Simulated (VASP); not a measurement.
A run of VASP 6.6.1 is set up as follows.

The input INCAR:

```
SYSTEM = NaLa
PREC = Accurate
ENCUT = 520
EDIFF = 1E-6
ISMEAR = -1
SIGMA = 0.05
LREAL = .False.
LASPH = .True.
NELM = 100
ALGO = Normal
ISIF = 2
LWAVE = .False.
LCHARG = .True.
GGA = PE
LELF = .True.
LVHAR = .True.
NBANDS = 16
```

File KPOINTS:

```
Automatic mesh
0
Gamma
  5 5 3
  0 0 0
```

File POSCAR:

```
NaLa
1.0
    3.6062507687      0.0000000000      0.0000000000
   -1.8031253843      3.1231047781      0.0000000000
    0.0000000000      0.0000000000      6.4837820000
La Na
1 1
Direct
    0.3333333333      0.6666666667      0.5000000000
    0.0000000000      0.0000000000      0.0000000000
```

Potentials or basis: VASP PAW PBE potentials, release 64 (La, Na_pv).

The run is started by

```sh
$ cat potpaw_PBE.64/La/POTCAR potpaw_PBE.64/Na_pv/POTCAR > POTCAR
$ mpirun -np 1 vasp_std > vasp.out
```

Problem. Predict the pressure.

Solution. 0.2 GPa.

Problem. Estimate the band gap on the k mesh.

Solution. Zero (band 9 reaches 4.10 eV, above the bottom of band 10 at 3.85 eV).

Stress tensor (GPa, compression positive):
```
 0.34  0.00  0.00
 0.00  0.34  0.00
 0.00  0.00 -0.20
```

Caveat: the k points lie up to 0.40 Å⁻¹ apart; spin-orbit coupling is left out, which moves the levels of the heavy elements.
